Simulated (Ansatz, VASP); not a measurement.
**One calculation of AlN, two programs**

```
Al N
1.0
     3.22220    0.00000    0.00000
    -1.61110    2.79051    0.00000
     0.00000    0.00000    4.30560
Al N
2 2
Direct
  0.33333 0.66667 0.75000
  0.66667 0.33333 0.25000
  0.33333 0.66667 0.25000
  0.66667 0.33333 0.75000
```

Alike in both runs: task single point; functional PBEsol; k mesh 9 × 9 × 6; occupations gaussian, width 0.05 eV; no spin polarisation.

|  | VASP | Ansatz |
| --- | --- | --- |
| version | VASP 6.6.1 | Ansatz 0.2.0 |
| potentials or method | VASP PAW PBE potentials, release 64 (Al, N), cutoff 520 eV | scalar-relativistic, plane waves, PAW |
| valence electrons in the cell | 16 | 16 |

Ansatz gave:

- gap on the k mesh at the Fermi level (eV): 3.26
- least direct gap on the mesh (eV): 3.26
- pressure (GPa): 5.1
- traceless stress, the component that is largest in VASP (GPa): -9.03

Task: Which values does VASP return?

Result: gap on the k mesh at the Fermi level (eV): 3.27; least direct gap on the mesh (eV): 3.27; pressure (GPa): 5.1; traceless stress, the component that is largest in VASP (GPa): -9.13.

VASP's potentials were made for PBE, not for PBEsol, and Ansatz warns of the same on its side.
